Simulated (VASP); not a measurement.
# Mo (Fm-3m) in VASP: notebook, part 2 of 2

VASP 6.6.1. The steps go on from the part before.

### 5 Single point, r2SCAN

This run uses another cell than the first one, of 15.86 Å³/atom, 0.926 times its volume.

POSCAR reads:

```
Mo
1.0
    0.0000000000      1.9941712281      1.9941712281
    1.9941712281      0.0000000000      1.9941712281
    1.9941712281      1.9941712281      0.0000000000
Mo
1
Direct
    0.0000000000      0.0000000000      0.0000000000
```

INCAR.step1 reads:

```
  PREC = Accurate
  ENCUT = 550
  ISMEAR = -1
  SIGMA = 0.1
  LREAL = F
  LASPH = T
  NELM = 120
  NBANDS = 13
  GGA = PE
  ALGO = Normal
  EDIFF = 1E-5
  LWAVE = T
  LCHARG = F
  GGA_COMPAT = F
```

INCAR.step2 reads:

```
  PREC = Accurate
  ENCUT = 550
  EDIFF = 1E-6
  ISMEAR = -1
  SIGMA = 0.1
  LREAL = F
  LASPH = T
  NELM = 120
  ALGO = Normal
  ISIF = 2
  LWAVE = F
  LCHARG = F
  METAGGA = R2SCAN
  LMIXTAU = T
  NBANDS = 13
  ISTART = 1
  GGA_COMPAT = F
```

KPOINTS reads:

```
Automatic mesh
0
Gamma
  7 7 7
```

Potentials or basis: VASP PAW PBE potentials, release 64 (Mo_sv).

Command:

```sh
> cat potpaw_PBE.64/Mo_sv/POTCAR > POTCAR
> cp INCAR.step1 INCAR
> mpirun -np 1 vasp_std > vasp.out
> cp INCAR.step2 INCAR
> mpirun -np 1 vasp_std > vasp.out
```

OUTCAR:

```text
PREC = Accurate
   ENCUT = 550
   EDIFF = 1E-6
   ISMEAR = -1
   LREAL = F
   LASPH = T
   NELM = 120
   ISIF = 2
   METAGGA = R2SCAN
   ISTART = 1

 ion  position               nearest neighbor table
   1  0.000  0.000  0.000-

  LATTYP: Found a face centered cubic cell.
 ALAT       =     3.9883424562

  Lattice vectors:

 A1 = (   0.0000000000,   1.9941712281,   1.9941712281)
 A2 = (   1.9941712281,   0.0000000000,   1.9941712281)
 A3 = (   1.9941712281,   1.9941712281,   0.0000000000)

Analysis of symmetry for initial positions (statically):
=====================================================================
 Subroutine PRICEL returns:
 Original cell was already a primitive cell.

 Routine SETGRP: Setting up the symmetry group for a
 face centered cubic supercell.

 Subroutine GETGRP returns: Found 48 space group operations
 (whereof 48 operations were pure point group operations)
 out of a pool of 48 trial point group operations.

The static configuration has the point symmetry O_h .

Analysis of symmetry for dynamics (positions and initial velocities):
=====================================================================
 Subroutine PRICEL returns:
 Original cell was already a primitive cell.

 Routine SETGRP: Setting up the symmetry group for a
 face centered cubic supercell.

 Subroutine GETGRP returns: Found 48 space group operations
 (whereof 48 operations were pure point group operations)
 out of a pool of 48 trial point group operations.

The dynamic configuration has the point symmetry O_h .

 Subroutine INISYM returns: Found 48 space group operations
 (whereof 48 operations are pure point group operations),
 and found     1 'primitive' translations

----------------------------------------------------------------------------------------

[... 108 lines left out ...]
  Thomas-Fermi vector in A             =   2.672143
   LORBIT       =      0    0 simple, 1 ext, 2 COOP (PROOUT), +10 PAW based schemes
   METAGGA = R2SCAN    functional components
   LHFCALC =     F    Hartree Fock is set to
   AEXX    =    0.0000 exact exchange contribution
   IVDW    =     0    specifies the selected vdW correction
   LEPSILON=     F    determine dielectric tensor
   LRPA    =     F    only Hartree local field effects (RPA)
 non-spin polarized calculation
  energy-cutoff  :      550.00
  volume of cell :       15.86
 maximum number of plane-waves:       477
 NGX is ok and might be reduce to    24
   NGX = 11   NGY = 11   NGZ = 11

 number of electron      14.0000000 magnetization

 Free energy of the ion-electron system (eV)
  ---------------------------------------------------
  ext. energy  EPLUGINS =         0.00000000
  ---------------------------------------------------
  free energy    TOTEN  =       -25.58540451 eV

  energy without entropy =      -25.52532279  energy(sigma->0) =      -25.55536365

 E-fermi :  11.9455     XC(G=0): -14.5134

 val. band max:       11.9373676799   @ k =   0.4286   0.1429   0.0000
 cond. band min:      12.0424978147   @ k =  -0.4286   0.1429   0.0000
 fundamental gap:      0.1051301348
 Fermi energy:        11.9455307003

 k-point     1 :       0.0000    0.0000    0.0000
  band No.  band energies     occupation
      1     -50.7111      2.00000
      2     -23.2492      2.00000
      3     -23.2492      2.00000
      4     -23.2492      2.00000
      5       4.7281      2.00000
      6      11.1510      1.99929
      7      11.1510      1.99929
      8      11.1510      1.99929
      9      14.1101      0.00000
     10      14.1101      0.00000
     11      25.4883      0.00000
     12      31.2900      0.00000
     13      31.2900      0.00000
[... 290 lines left out ...]
  band No.  band energies     occupation
      1     -50.3717      2.00000
      2     -24.2525      2.00000
      3     -24.1663      2.00000
      4     -23.7110      2.00000
      5       8.2865      2.00000
      6       9.2925      2.00000
      7      10.6576      1.99999
      8      13.5511      0.00000
      9      16.2381      0.00000
     10      22.0460      0.00000
     11      23.3106      0.00000
     12      25.7648      0.00000
     13      27.9041      0.00000

------------------------ aborting loop because EDIFF is reached ----------------------------------------

  FORCE on cell =-STRESS in cart. coord.  units (eV):
  Direction    XX          YY          ZZ          XY          YZ          ZX
  --------------------------------------------------------------------------------------
  -------------------------------------------------------------------------------------
  Total        0.0349524      0.0349524      0.0349524      0.0000000      0.0000000      0.0000000
  in kB        3.5307807      3.5307807      3.5307807      0.0000000      0.0000000      0.0000000
  external PRESSURE =       3.5307807 kB  Pullay stress =       0.0000000 kB

 VOLUME and BASIS-vectors are now :
 -----------------------------------------------------------------------------
  energy-cutoff  :      550.00
  volume of cell :       15.86
      direct lattice vectors                 reciprocal lattice vectors
     0.000000000  1.994171228  1.994171228    -0.250730726  0.250730726  0.250730726
     1.994171228  0.000000000  1.994171228     0.250730726 -0.250730726  0.250730726
     1.994171228  1.994171228  0.000000000     0.250730726  0.250730726 -0.250730726

 POSITION                                       TOTAL-FORCE (eV/Angst)
 -----------------------------------------------------------------------------------
      0.00000      0.00000      0.00000         0.000000      0.000000      0.000000
 -----------------------------------------------------------------------------------
    total drift:                                0.000000      0.000000     -0.000000

  FREE ENERGIE OF THE ION-ELECTRON SYSTEM (eV)
  ---------------------------------------------------
  free  energy   TOTEN  =       -25.5854045066 eV

  energy  without entropy=      -25.5253227925  energy(sigma->0) =      -25.55536365
```

Wall time 41 s (1 thread of Intel Xeon Platinum 8259CL at 2.50GHz (Skylake/Cascade Lake), shared host); peak memory 0.14 GiB.

What came out:

```yaml
Free_energy: -25.5854 eV
Pressure: 0.4 GPa
Band_gap_on_the_k_mesh: zero (band 7 reaches 15.29 eV, above the bottom of band 8 at 11.15 eV)
```

Caveat: the k points lie up to 0.39 Å⁻¹ apart; the PAW data sets were made with another functional, which shifts forces and pressure a little.

### 6 The runs side by side

| cell | k mesh | cutoff (eV) | gap on the mesh (eV) | pressure (GPa) |
| --- | --- | --- | --- | --- |
| a = 2.893 Å, angles 60.0°, 1 atom | 15 × 15 × 15 | 520 | none | -15.7 |
| a = 2.929 Å, angles 60.0°, 1 atom | 15 × 15 × 15 | 520 | none | -21.8 |
| a = 2.820 Å, angles 60.0°, 1 atom | 22 × 22 × 22 | 520 | none | 1.1 |
| a = 2.820 Å, angles 60.0°, 1 atom | 7 × 7 × 7 | 550 | none | 0.4 |

Alike in all rows: task single point; level r2SCAN; potentials or basis VASP PAW PBE potentials, release 64 (Mo_sv); no spin polarisation; smearing fermi-dirac 0.1 eV.

Caveats: some runs use coarse meshes; the PAW data sets were made with another functional, which shifts forces and pressure a little.

Absolute energies hang on the potentials; compare differences alone.
